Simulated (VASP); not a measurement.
Here is a VASP 6.6.1 calculation.

File INCAR:

```
ALGO = Normal
EDIFF = 1E-6
ENCUT = 520
GGA = PE
ISIF = 2
ISMEAR = -1
LASPH = True
LCHARG = False
LREAL = False
LWAVE = False
NBANDS = 17
NELM = 60
PREC = Accurate
SIGMA = 0.02
```

Contents of KPOINTS:

```
k-points
0
Gamma
  8 8 8
```

Contents of POSCAR:

```
PbO
1.0
    0.0000000000      2.7987768028      2.7987768028
    2.7987768028      0.0000000000      2.7987768028
    2.7987768028      2.7987768028      0.0000000000
Pb O
1 1
Direct
    0.0000000000      0.0000000000      0.0000000000
    0.2500000000      0.2500000000      0.2500000000
```

Potentials or basis: VASP PAW PBE potentials, release 64 (Pb_d, O).

Command:

```sh
$ cat potpaw_PBE.64/Pb_d/POTCAR potpaw_PBE.64/O/POTCAR > POTCAR
$ mpirun -np 1 vasp_std > vasp.out
```

(1) Predict the pressure.

(2) Predict the band gap on the k mesh.

Results:

(1) 2.4 GPa.

(2) 0.43 eV (least direct gap 0.61 eV).

Caveat: the structure was generated, so it needn't be the stable form of PbO; spin-orbit coupling is left out, which moves the levels of the heavy elements.
